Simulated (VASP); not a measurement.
# Co (P6_3/mmc) in VASP: further runs

Runs on Co. Level: RPBE. Tasks: single point.

All numbers are computed with VASP 6.6.1; they aren't measurements. Logs are shortened: lines on timing, memory, paths and dates and some standing lists are left out, and cuts for length are marked.

### 1 The cell of the first run

It takes space group P6_3/mmc (No. 194, hexagonal). Conventional cell: a = 2.414 Å, b = 2.414 Å, c = 3.900 Å, α = 90.00°, β = 90.00°, γ = 120.00°. Co (site symmetry -6m2) has 12 Co at 2.40 to 2.41 Å within 3.2 Å.

### 2 Single point, RPBE, collinear spin, ferromagnetic start (9.84 Å³/atom)

The input, INCAR:

```
SYSTEM = Co
PREC     = Accurate       ! precision mode
ENCUT    = 520            ! plane-wave cutoff, eV
EDIFF    = 1E-7           ! SCF threshold, eV
ISMEAR   = -1             ! smearing method
SIGMA    = 0.05           ! smearing width, eV
LREAL    = .FALSE.        ! projectors in reciprocal space
LASPH    = .TRUE.         ! aspherical terms in the spheres
NELM     = 150            ! most SCF steps
ALGO     = Normal         ! electronic algorithm
ISIF     = 2              ! what is computed and relaxed
LWAVE    = .FALSE.        ! write WAVECAR
LCHARG   = .FALSE.        ! write CHGCAR
ISPIN    = 2              ! spin polarisation
MAGMOM   = 1.729 1.729    ! initial moments
LORBIT   = 11             ! projections on sites
LMAXMIX  = 4              ! l up to which the mixer works
GGA      = RP             ! functional
NBANDS   = 20             ! bands
```

The input, KPOINTS:

```
Automatic mesh
0
G
  23 23 13
  0 0 0
```

The input, POSCAR:

```
Co
1.0
    2.4141577816      0.0000000000      0.0000000000
   -1.2070788908      2.0907219676      0.0000000000
    0.0000000000      0.0000000000      3.8996838946
Co
2
Direct
    0.3333333333      0.6666666667      0.2500000000
    0.6666666667      0.3333333333      0.7500000000
```

Potentials or basis: VASP PAW PBE potentials, release 64 (Co).

On the command line:

```
> cat potpaw_PBE.64/Co/POTCAR > POTCAR
> mpirun -np 1 vasp_std > vasp.out
```

OUTCAR:

```text
SYSTEM = Co
   PREC = Accurate
   ENCUT = 520
   EDIFF = 1E-7
   ISMEAR = -1
   LREAL = .FALSE.
   LASPH = .TRUE.
   NELM = 150
   ISIF = 2
   ISPIN = 2
   LORBIT = 11
   GGA = RP

 ion  position               nearest neighbor table
   1  0.333  0.667  0.250-   2 2.40   2 2.40   2 2.40   2 2.40   2 2.40   2 2.40
   2  0.667  0.333  0.750-   1 2.40   1 2.40   1 2.40   1 2.40   1 2.40   1 2.40

  LATTYP: Found a hexagonal cell.
 ALAT       =     2.4141577816
 C/A-ratio  =     1.6153392808

  Lattice vectors:

 A1 = (   2.4141577816,   0.0000000000,   0.0000000000)
 A2 = (  -1.2070788908,   2.0907219676,   0.0000000000)
 A3 = (   0.0000000000,   0.0000000000,   3.8996838946)

Analysis of symmetry for initial positions (statically):
=====================================================================
 Subroutine PRICEL returns:
 Original cell was already a primitive cell.

 Routine SETGRP: Setting up the symmetry group for a
 hexagonal supercell.

 Subroutine GETGRP returns: Found 24 space group operations
 (whereof 12 operations were pure point group operations)
 out of a pool of 24 trial point group operations.

The static configuration has the point symmetry D_3d.
 The point group associated with its full space group is D_6h.

Analysis of symmetry for dynamics (positions and initial velocities):
=====================================================================
 Subroutine PRICEL returns:
 Original cell was already a primitive cell.

 Routine SETGRP: Setting up the symmetry group for a
 hexagonal supercell.

 Subroutine GETGRP returns: Found 24 space group operations
 (whereof 12 operations were pure point group operations)
 out of a pool of 24 trial point group operations.

The dynamic configuration has the point symmetry D_3d.
 The point group associated with its full space group is D_6h.

Analysis of structural, dynamic, and magnetic symmetry:
=====================================================================
 Subroutine PRICEL returns:
 Original cell was already a primitive cell.

 Routine SETGRP: Setting up the symmetry group for a
 hexagonal supercell.

 Subroutine GETGRP returns: Found 24 space group operations
 (whereof 12 operations were pure point group operations)
 out of a pool of 24 trial point group operations.

The overall configuration has the point symmetry D_3d.
 The point group associated with its full space group is D_6h.
[... 116 lines left out ...]
   IALGO  =     38    algorithm
   IMIX   =      4    mixing-type and parameters
     AMIX     =   0.40;   BMIX     =  1.00
     AMIX_MAG =   1.60;   BMIX_MAG =  1.00
  volume/ion in A,a.u.               =       9.84        66.41
  Fermi-wavevector in a.u.,A,eV,Ry     =   1.589041  3.002853 34.355427  2.525053
  Thomas-Fermi vector in A             =   2.687952
   LORBIT       =     11    0 simple, 1 ext, 2 COOP (PROOUT), +10 PAW based schemes
   GGA     = RP    functional components
   LHFCALC =     F    Hartree Fock is set to
   AEXX    =    0.0000 exact exchange contribution
   IVDW    =     0    specifies the selected vdW correction
   LEPSILON=     F    determine dielectric tensor
   LRPA    =     F    only Hartree local field effects (RPA)
 spin polarized calculation
  energy-cutoff  :      520.00
  volume of cell :       19.68
 maximum number of plane-waves:       549
 NGX is ok and might be reduce to    18
   NGX =  9   NGY =  9   NGZ = 15

 number of electron      18.0000010 magnetization       3.0889165

 Free energy of the ion-electron system (eV)
  ---------------------------------------------------
  ext. energy  EPLUGINS =         0.00000000
  ---------------------------------------------------
  free energy    TOTEN  =       -12.80812033 eV

  energy without entropy =      -12.79531662  energy(sigma->0) =      -12.80171848

 E-fermi :  11.8319     XC(G=0): -13.8837

 val. band max:       11.8310442160   @ k =   0.3478   0.0435   0.4615
 cond. band min:      11.8360964493   @ k =   0.2174   0.0435   0.0769
 fundamental gap:      0.0050522333
 Fermi energy:        11.8318607357

 spin component 1

 k-point     1 :       0.0000    0.0000    0.0000
  band No.  band energies     occupation
      1       2.3791      1.00000
      2       6.2331      1.00000
      3       9.0740      1.00000
      4       9.0898      1.00000
      5       9.0898      1.00000
      6       9.4573      1.00000
[... 541 lines left out ...]
     19      38.4049      0.00000
     20      41.8678      0.00000

 [... further k-points ...]

 spin component 2

 k-point     1 :       0.0000    0.0000    0.0000
  band No.  band energies     occupation
      1       2.3405      1.00000
      2       7.1431      1.00000
      3      10.6794      1.00000
      4      10.6936      1.00000
      5      10.6936      1.00000
      6      11.1193      1.00000
[... 541 lines left out ...]
     19      38.4128      0.00000
     20      41.9689      0.00000

 [... further k-points ...]

------------------------ aborting loop because EDIFF is reached ----------------------------------------

  FORCE on cell =-STRESS in cart. coord.  units (eV):
  Direction    XX          YY          ZZ          XY          YZ          ZX
  --------------------------------------------------------------------------------------
  -------------------------------------------------------------------------------------
  Total        3.9249794      3.9249794      3.9481029      0.0000000      0.0000000      0.0000000
  in kB      319.4895285    319.4895285    321.3717600      0.0000000      0.0000000      0.0000000
  external PRESSURE =     320.1169390 kB  Pullay stress =       0.0000000 kB

 VOLUME and BASIS-vectors are now :
 -----------------------------------------------------------------------------
  energy-cutoff  :      520.00
  volume of cell :       19.68
      direct lattice vectors                 reciprocal lattice vectors
     2.414157782  0.000000000  0.000000000     0.414223133  0.239151837  0.000000000
    -1.207078891  2.090721968  0.000000000     0.000000000  0.478303675  0.000000000
     0.000000000  0.000000000  3.899683895     0.000000000  0.000000000  0.256431041

 POSITION                                       TOTAL-FORCE (eV/Angst)
 -----------------------------------------------------------------------------------
     -0.00000      1.39381      0.97492        -0.000000      0.000000      0.000000
      1.20708      0.69691      2.92476         0.000000     -0.000000      0.000000
 -----------------------------------------------------------------------------------
    total drift:                               -0.000000      0.000000     -0.000000

  FREE ENERGIE OF THE ION-ELECTRON SYSTEM (eV)
  ---------------------------------------------------
  free  energy   TOTEN  =       -12.8081203336 eV

  energy  without entropy=      -12.7953166185  energy(sigma->0) =      -12.80171848

 total charge

# of ion       s       p       d       tot
------------------------------------------
    1        0.535   0.615   7.336   8.485
    2        0.535   0.615   7.336   8.485
--------------------------------------------------
tot          1.070   1.229  14.671  16.970

 magnetization (x)

# of ion       s       p       d       tot
------------------------------------------
    1       -0.017  -0.061   1.626   1.547
    2       -0.017  -0.061   1.626   1.547
--------------------------------------------------
tot         -0.035  -0.122   3.252   3.094
```

Run time: 2.3 min. Hardware: 1 thread of Intel Xeon 6975P-C (Granite Rapids), shared host; peak memory 0.31 GiB.

Results:

```yaml
Free_energy: -12.8081 eV
Pressure: 32.0 GPa
Net_moment: 3.09 μB per cell
Site_moments: Co +1.55 μB
Valence_electrons_inside_the_program's_atomic_spheres: Co 8.48
```

Caveat: the cell stands under pressure; the PAW data sets were made with another functional, which shifts forces and pressure a little.

### 3 Single point, RPBE, collinear spin, ferromagnetic start (10.29 Å³/atom)

This run uses another cell than the first one, of 10.29 Å³/atom.

The input, INCAR:

```
  PREC = Accurate
  ENCUT = 520
  EDIFF = 1E-7
  ISMEAR = -1
  SIGMA = 0.05
  LREAL = F
  LASPH = T
  NELM = 150
  ALGO = Normal
  ISIF = 2
  LWAVE = F
  LCHARG = F
  ISPIN = 2
  MAGMOM = 1.729 1.729
  LORBIT = 11
  LMAXMIX = 4
  GGA = RP
  NBANDS = 20
```

The input, KPOINTS:

```
regular mesh
0
Gamma
  23 23 13
```

The input, POSCAR:

```
Co
1.0
    2.4501953003      0.0000000000      0.0000000000
   -1.2250976501      2.1219313743      0.0000000000
    0.0000000000      0.0000000000      3.9578967142
Co
2
Direct
    0.3333333333      0.6666666667      0.2500000000
    0.6666666667      0.3333333333      0.7500000000
```

Potentials or basis: VASP PAW PBE potentials, release 64 (Co).

On the command line:

```
> cat potpaw_PBE.64/Co/POTCAR > POTCAR
> mpirun -np 1 vasp_std > vasp.out
```

It took 2.5 min on 1 thread of Intel Xeon 6975P-C (Granite Rapids), shared host; peak memory 0.31 GiB.

Results (log left out):

| Property | Result |
| --- | --- |
| Free energy | -12.9471 eV |
| Pressure | 18.3 GPa |
| Net moment | 3.14 μB per cell |
| Site moments | Co +1.58 μB |
| Valence electrons inside the program's atomic spheres | Co 8.38 |

Stress tensor (GPa, compression positive):
```
18.18  0.00  0.00
 0.00 18.18  0.00
 0.00  0.00 18.56
```

Levels at points of the mesh, in eV from the Fermi level:
Spin up:
```tsv
k point	band 8	band 9	band 10	band 11	band 12	band 13	band 14	band 15
(0.00, 0.00, 0.00)	-1.97	-1.97	-0.78	-0.78	-0.06	6.88	22.41	25.58
```
Spin down:
```csv
k point,band 4,band 5,band 6,band 7,band 8,band 9,band 10,band 11
"(0.00, 0.00, 0.00)",-1.05,-1.05,-0.65,-0.65,-0.20,-0.20,-0.18,1.11
```

Caveat: the cell stands under pressure; the PAW data sets were made with another functional, which shifts forces and pressure a little.
